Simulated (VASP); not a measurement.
# Ti6H in VASP: a series of runs, part 2 of 2

VASP 6.6.1. The steps go on from the part before.

**3. Single point, PBE**

Contents of INCAR:

```
SYSTEM = Ti6H
PREC = Accurate
ENCUT = 520
EDIFF = 1E-6
ISMEAR = 0
SIGMA = 0.1
LREAL = .False.
LASPH = .True.
NELM = 60
ALGO = Normal
ISIF = 2
LWAVE = .False.
LCHARG = .True.
LDIPOL = .True.
IDIPOL = 3
DIPOL = 0.5 0.5 0.328
GGA = PE
LELF = .True.
LVHAR = .True.
LVACPOTAV = .True.
NBANDS = 86
```

Contents of KPOINTS:

```
regular mesh
0
Gamma
  5 6 1
  0 0 0
```

Contents of POSCAR:

```
Ti6H
1.0
    5.6639455763      0.0000000000      0.0000000000
    0.0000000000      4.5793473381      0.0000000000
    0.0000000000      0.0000000000     24.5506933039
Ti H
12 2
Direct
    0.2500000000      0.0000000000      0.1629281891
    0.7500000000      0.0000000000      0.1629281891
    0.0000000000      0.5000000000      0.2167736627
    0.5000000000      0.5000000000      0.2167736627
    0.2500000000      0.0000000000      0.2706191363
    0.7500000000      0.0000000000      0.2706191363
    0.2500000000      0.5000000000      0.3256599435
    0.7500000000      0.5000000000      0.3256599435
    0.0000000000      0.0000000000      0.3779650127
    0.5000000000      0.0000000000      0.3779650127
    0.2500000000      0.5000000000      0.4297513383
    0.7500000000      0.5000000000      0.4297513383
   -0.0662082633      0.0000000000      0.5132520352
    0.0662082633      0.0000000000      0.5132520352
```

Potentials or basis: VASP PAW PBE potentials, release 64 (Ti_sv, H).

Started as:

```bash
$ cat potpaw_PBE.64/Ti_sv/POTCAR potpaw_PBE.64/H/POTCAR > POTCAR
$ mpirun -np 1 vasp_std > vasp.out
```

OUTCAR:

```text
SYSTEM = Ti6H
   PREC = Accurate
   ENCUT = 520
   EDIFF = 1E-6
   ISMEAR = 0
   LREAL = .False.
   LASPH = .True.
   NELM = 60
   ISIF = 2
   GGA = PE

 ion  position               nearest neighbor table
   1  0.250  0.000  0.163-   5 2.64   2 2.83   2 2.83
   2  0.750  0.000  0.163-   6 2.64   1 2.83   1 2.83
   3  0.000  0.500  0.217-   4 2.83   4 2.83
   4  0.500  0.500  0.217-   3 2.83   3 2.83
   5  0.250  0.000  0.271-   1 2.64   7 2.66   7 2.66   6 2.83   6 2.83
   6  0.750  0.000  0.271-   2 2.64   8 2.66   8 2.66   5 2.83   5 2.83
[... 1288 lines left out ...]
      direct lattice vectors                 reciprocal lattice vectors
     5.663945576  0.000000000  0.000000000     0.176555369  0.000000000  0.000000000
     0.000000000  4.579347338  0.000000000     0.000000000  0.218371730  0.000000000
     0.000000000  0.000000000 24.550693304     0.000000000  0.000000000  0.040732047

 POSITION                                       TOTAL-FORCE (eV/Angst)
 -----------------------------------------------------------------------------------
      1.41599      0.00000      4.00000         0.000012      0.000000      0.386233
      4.24796      0.00000      4.00000        -0.000012     -0.000000      0.386233
      0.00000      2.28967      5.32194         0.000000     -0.000000     -0.014034
      2.83197      2.28967      5.32194         0.000000     -0.000000     -0.009298
      1.41599      0.00000      6.64389         0.020399     -0.000000     -0.351611
      4.24796      0.00000      6.64389        -0.020399     -0.000000     -0.351611
      1.41599      2.28967      7.99518        -0.002293     -0.000000      0.017893
      4.24796      2.28967      7.99518         0.002293     -0.000000      0.017893
      0.00000      0.00000      9.27930         0.000000     -0.000000     -0.061265
      2.83197      0.00000      9.27930         0.000000     -0.000000     -0.001334
      1.41599      2.28967     10.55069         0.133202     -0.000000     -0.182237
      4.24796      2.28967     10.55069        -0.133202     -0.000000     -0.182237
      5.28895      0.00000     12.60069        -0.255586     -0.000000      0.172688
      0.37500      0.00000     12.60069         0.255586     -0.000000      0.172688
 -----------------------------------------------------------------------------------
    total drift:                                0.000000      0.000000      0.000153

  FREE ENERGIE OF THE ION-ELECTRON SYSTEM (eV)
  ---------------------------------------------------
  free  energy   TOTEN  =       -93.4419541773 eV

  energy  without entropy=      -93.3444962095  energy(sigma->0) =      -93.39322519

 vacuum level on the upper side and lower side of the slab         3.817         4.030
```

OSZICAR:

```text
N       E                     dE             d eps       ncg     rms          rms(c)
DAV:   1     0.183554140305E+04    0.18355E+04   -0.79007E+04  2440   0.168E+03
DAV:   2     0.163394186477E+03   -0.16721E+04   -0.16445E+04  2104   0.545E+02
DAV:   3    -0.568371403078E+02   -0.22023E+03   -0.21369E+03  3280   0.174E+02
[... 30 lines left out ...]
DAV:  34    -0.934419399674E+02   -0.96547E-05   -0.61145E-07  1456   0.317E-03    0.138E-03
DAV:  35    -0.934419466791E+02   -0.67116E-05   -0.39478E-07  1392   0.280E-03    0.164E-03
DAV:  36    -0.934419501642E+02   -0.34851E-05   -0.19598E-07  1304   0.183E-03    0.139E-03
DAV:  37    -0.934419531835E+02   -0.30193E-05   -0.20050E-07  1352   0.164E-03    0.135E-03
DAV:  38    -0.934419541773E+02   -0.99378E-06   -0.90804E-08  1264   0.128E-03
   1 F= -.93441954E+02 E0= -.93393225E+02  d E =-.974580E-01
```

stdout:

```text
POSCAR found type information on POSCAR TiH
 POSCAR found :  2 types and      14 ions
 scaLAPACK will be used
 LDA part: xc-table for (Slater+PW92), standard interpolation
 POSCAR, INCAR and KPOINTS ok, starting setup
 FFT: planning ... GRIDC
 FFT: planning ... GRID_SOFT
 FFT: planning ... GRID
 WAVECAR not read
 entering main loop
 -----------------------------------------------------------------------------
|                                                                             |
|           W    W    AA    RRRRR   N    N  II  N    N   GGGG   !!!           |
|           W    W   A  A   R    R  NN   N  II  NN   N  G    G  !!!           |
|           W    W  A    A  R    R  N N  N  II  N N  N  G       !!!           |
|           W WW W  AAAAAA  RRRRR   N  N N  II  N  N N  G  GGG   !            |
|           WW  WW  A    A  R   R   N   NN  II  N   NN  G    G                |
|           W    W  A    A  R    R  N    N  II  N    N   GGGG   !!!           |
|                                                                             |
|     Did not find any points to average over, which means that no vacuum     |
|     field-free region was found. Please increase the size of  your cell     |
|     in the dimension of the dipole correction to obtain accurate            |
|     workfunction values.                                                    |
|                                                                             |
 -----------------------------------------------------------------------------
```

Run time: 50 min. Hardware: 1 thread of Intel Xeon Platinum 8259CL at 2.50GHz (Skylake/Cascade Lake), shared host; peak memory 0.88 GiB.

What came out:

| Property | Result |
| --- | --- |
| Free energy | -93.4420 eV |
| Largest force | 0.386 eV/Å |
| Band gap on the k mesh | zero (band 73 reaches 0.69 eV, above the bottom of band 74 at 0.57 eV) |

Forces on the atoms (eV/Å):
```
Ti   0.000  0.000  0.386
Ti   0.000  0.000  0.386
Ti   0.000  0.000 -0.014
Ti   0.000  0.000 -0.009
Ti   0.020  0.000 -0.352
Ti  -0.020  0.000 -0.352
Ti  -0.002  0.000  0.018
Ti   0.002  0.000  0.018
Ti   0.000  0.000 -0.061
Ti   0.000  0.000 -0.001
Ti   0.133  0.000 -0.182
Ti  -0.133  0.000 -0.182
H   -0.256  0.000  0.173
H    0.256  0.000  0.173
```

Levels at points of the mesh, in eV from the Fermi level:
```
           k point  band 70  band 71  band 72  band 73  band 74  band 75  band 76  band 77
(0.00, 0.00, 0.00)    -0.61    -0.37    -0.16    -0.03     0.05     0.06     0.20     0.27
(0.00, 0.50, 0.00)    -0.25    -0.22    -0.22    -0.18     0.23     0.27     0.36     0.42
```

**4. Single point, PBE**

Contents of INCAR:

```
PREC     = Accurate       # precision mode
ENCUT    = 520            # plane-wave cutoff, eV
EDIFF    = 1E-6           # SCF threshold, eV
ISMEAR   = 0              # smearing method
SIGMA    = 0.1            # smearing width, eV
LREAL    = False          # projectors in reciprocal space
LASPH    = True           # aspherical terms in the spheres
NELM     = 80             # most SCF steps
ALGO     = Normal         # electronic algorithm
ISIF     = 2              # what is computed and relaxed
LWAVE    = False          # write WAVECAR
LCHARG   = False          # write CHGCAR
LDIPOL   = True         
IDIPOL   = 3            
DIPOL    = 0.5 0.5 0.319
GGA      = PE             # functional
NBANDS   = 86             # bands
```

Contents of KPOINTS:

```
regular mesh
0
Gamma
  5 6 1
```

Edit POSCAR of step 3 so:

```diff
@@ -20,3 +20,3 @@
     0.7500000000      0.5000000000      0.4297513383
-   -0.0662082633      0.0000000000      0.5132520352
-    0.0662082633      0.0000000000      0.5132520352
+   -0.1632254384      0.0000000000      0.4480807596
+    0.1632254384      0.0000000000      0.4480807596
```

Started as:

```bash
$ cat potpaw_PBE.64/Ti_sv/POTCAR potpaw_PBE.64/H/POTCAR > POTCAR
$ mpirun -np 1 vasp_std > vasp.out
```

It took 46 min on 1 thread of Intel Xeon Platinum 8488C (Sapphire Rapids), shared host; peak memory 0.85 GiB.

It converged, with:

```yaml
Free_energy: -94.5294 eV
Largest_force: 1.048 eV/Å
Band_gap_on_the_k_mesh: zero (band 73 reaches 0.69 eV, above the bottom of band 74 at 0.52 eV)
```

Forces in eV/Å, atoms in the order of the input:
```
Ti  -0.004  0.000  0.422
Ti   0.004  0.000  0.422
Ti   0.000  0.000 -0.006
Ti   0.000  0.000 -0.041
Ti   0.045  0.000 -0.395
Ti  -0.045  0.000 -0.395
Ti   0.003  0.000 -0.066
Ti  -0.003  0.000 -0.066
Ti   0.000  0.000  0.741
Ti   0.000  0.000  0.646
Ti   0.078  0.000  0.039
Ti  -0.078  0.000  0.039
H   -0.805  0.000 -0.671
H    0.805  0.000 -0.671
```

Levels at points of the mesh, in eV from the Fermi level:
| k point | band 69 | band 70 | band 71 | band 72 | band 73 | band 74 | band 75 | band 76 |
| --- | --- | --- | --- | --- | --- | --- | --- | --- |
| (0.00, 0.00, 0.00) | -0.61 | -0.50 | -0.28 | -0.14 | -0.04 | 0.01 | 0.06 | 0.26 |
| (0.00, 0.50, 0.00) | -0.47 | -0.26 | -0.24 | -0.17 | 0.09 | 0.19 | 0.25 | 0.32 |

**5. Single point, PBE**

Contents of INCAR:

```
SYSTEM = Ti6H
ALGO = Normal ; DIPOL = 0.5 0.5 0.337
EDIFF = 1E-7 ; ENCUT = 520
GGA = PE ; IDIPOL = 3
ISIF = 2 ; ISMEAR = 0
LASPH = .True. ; LCHARG = .False.
LDIPOL = .True. ; LREAL = .False.
LWAVE = .False. ; NBANDS = 86
NELM = 60 ; PREC = Accurate
SIGMA = 0.1
```

Contents of KPOINTS:

```
k-points
0
Gamma
  5 6 1
  0 0 0
```

Edit POSCAR of step 4 so:

```diff
@@ -20,3 +20,3 @@
     0.7500000000      0.5000000000      0.4297513383
-   -0.1632254384      0.0000000000      0.4480807596
-    0.1632254384      0.0000000000      0.4480807596
+   -0.0811271920      0.0000000000      0.5763867085
+    0.0811271920      0.0000000000      0.5763867085
```

Started as:

```bash
$ cat potpaw_PBE.64/Ti_sv/POTCAR potpaw_PBE.64/H/POTCAR > POTCAR
$ mpirun -np 1 vasp_std > vasp.out
```

Run time: 43 min. Hardware: 1 thread of Intel Xeon Platinum 8259CL at 2.50GHz (Skylake/Cascade Lake), shared host; peak memory 0.88 GiB.

Results (log left out):

```
Free energy            : -93.3259 eV
Largest force          : 3.514 eV/Å
Band gap on the k mesh : zero (band 73 reaches 0.60 eV, above the bottom of band 74 at 0.48 eV)
```

Forces on the atoms (eV/Å):
```
Ti   0.000  0.000  0.377
Ti   0.000  0.000  0.377
Ti   0.000  0.000 -0.002
Ti   0.000  0.000 -0.002
Ti   0.002  0.000 -0.335
Ti  -0.002  0.000 -0.335
Ti   0.000  0.000 -0.018
Ti   0.000  0.000 -0.018
Ti   0.000  0.000 -0.021
Ti   0.000  0.000 -0.005
Ti   0.013  0.000 -0.017
Ti  -0.013  0.000 -0.017
H    3.514  0.000  0.008
H   -3.514  0.000  0.008
```

Levels at points of the mesh, in eV from the Fermi level:
```csv
k point,band 69,band 70,band 71,band 72,band 73,band 74,band 75,band 76,band 77,band 78
"(0.00, 0.00, 0.00)",-0.65,-0.61,-0.34,-0.16,-0.03,0.07,0.09,0.14,0.27,0.34
"(0.00, 0.50, 0.00)",-0.48,-0.25,-0.24,-0.21,-0.18,0.24,0.24,0.38,0.39,0.59
```
